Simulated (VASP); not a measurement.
A run of VASP 6.6.1:

INCAR

```
ALGO = Normal
EDIFF = 1E-6
ENCUT = 520
GGA = PE
ISIF = 2
ISMEAR = 0
LASPH = T
LCHARG = F
LREAL = F
LWAVE = F
NBANDS = 40
NELM = 100
PREC = Accurate
SIGMA = 0.1
```

The input KPOINTS:

```
k-points
0
Gamma
  8 8 8
```

File POSCAR:

```
Sn4F
1.0
    5.0595935545      0.0000000000      0.0000000000
    0.0000000000      5.0595935545      0.0000000000
    0.0000000000      0.0000000000      5.0595935545
Sn F
4 1
Direct
    0.0000000000      0.5000000000      0.5000000000
    0.5000000000      0.0000000000      0.5000000000
    0.5000000000      0.5000000000      0.0000000000
    0.0000000000      0.0000000000      0.0000000000
    0.5000000000      0.5000000000      0.5000000000
```

Potentials or basis: VASP PAW PBE potentials, release 64 (Sn_d, F).

Command:

```sh
$ cat potpaw_PBE.64/Sn_d/POTCAR potpaw_PBE.64/F/POTCAR > POTCAR
$ mpirun -np 1 vasp_std > vasp.out
```

Hardware: 1 thread of AMD EPYC 9R45 96-Core Processor (Zen 5), on a shared host.

How long does it take, and how much memory?

It took 88 s on 1 thread of AMD EPYC 9R45 96-Core Processor (Zen 5) (shared host), peak memory 0.28 GiB. Counts: scf iterations 15, k points 35.
